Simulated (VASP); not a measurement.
## ZrO2 (d.b): single point with PBE+D3(BJ)

Crystal: ZrO2 (d.b).

```
Zr O
1.0
     0.00000    2.54378    2.54378
     2.54378    0.00000    2.54378
     2.54378    2.54378    0.00000
Zr O
1 2
Direct
  0.00000 0.00000 0.00000
  0.25000 0.25000 0.25000
  0.75000 0.75000 0.75000
```

| Property | Result |
| --- | --- |
| Program | VASP 6.6.1 |
| Task | single point |
| Functional | PBE |
| Dispersion | D3(BJ) |
| Potentials or basis | VASP PAW PBE potentials, release 64 (Zr_sv, O) |
| Cutoff | 600 eV |
| k mesh | 8 × 8 × 8 |
| Occupations | gaussian, width 0.02 eV |
| Spin | no spin polarisation |

```json
{
 "Pressure": "0.1 GPa",
 "Band gap on the k mesh": "3.36 eV, indirect (least direct gap 3.80 eV)",
 "Dispersion energy per atom": "-0.267 eV"
}
```

Levels at points of the mesh, in eV from the valence-band top:
```
           k point  band 10  band 11  band 12  band 13  band 14  band 15
(0.00, 0.00, 0.00)    -0.53    -0.53    -0.53     3.36     3.36     6.59
(0.50, 0.00, 0.00)    -2.47    -1.64    -1.64     4.00     4.00     6.10
(0.50, 0.50, 0.00)    -1.51    -1.51     0.00     3.80     4.75     5.84
```

It took 22 s on 1 thread of Intel(R) Xeon(R) Platinum 8375C CPU @ 2.90GHz (Ice Lake), with other jobs on the host, peak memory 0.19 GiB.

A k mesh can miss the band edges. Expect the measured gap to be larger: semilocal functionals such as PBE lack the derivative discontinuity.
